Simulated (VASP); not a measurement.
Here is a VASP 6.6.1 calculation.

INCAR

```
SYSTEM = Ba
PREC = Accurate
ENCUT = 520
EDIFF = 1E-6
ISMEAR = -1
SIGMA = 0.1
LREAL = .FALSE.
LASPH = .TRUE.
NELM = 100
ALGO = Normal
ISIF = 2
LWAVE = .FALSE.
LCHARG = .TRUE.
GGA = PS
LELF = .TRUE.
LVHAR = .TRUE.
NBANDS = 11
```

The input KPOINTS:

```
regular mesh
0
G
  9 9 9
  0 0 0
```

File POSCAR:

```
Ba
1.0
    3.8080660129      0.0000000000      0.0000000000
    0.0000000000      3.8080660129      0.0000000000
    0.0000000000      0.0000000000      3.8080660129
Ba
1
Direct
    0.0000000000      0.0000000000      0.0000000000
```

Potentials or basis: VASP PAW PBE potentials, release 64 (Ba_sv).

Run with:

```sh
$ cat potpaw_PBE.64/Ba_sv/POTCAR > POTCAR
$ mpirun -np 1 vasp_std > vasp.out
```

Estimate the pressure.

0.3 GPa.

Caveat: the PAW data sets were made with another functional, which shifts forces and pressure a little.
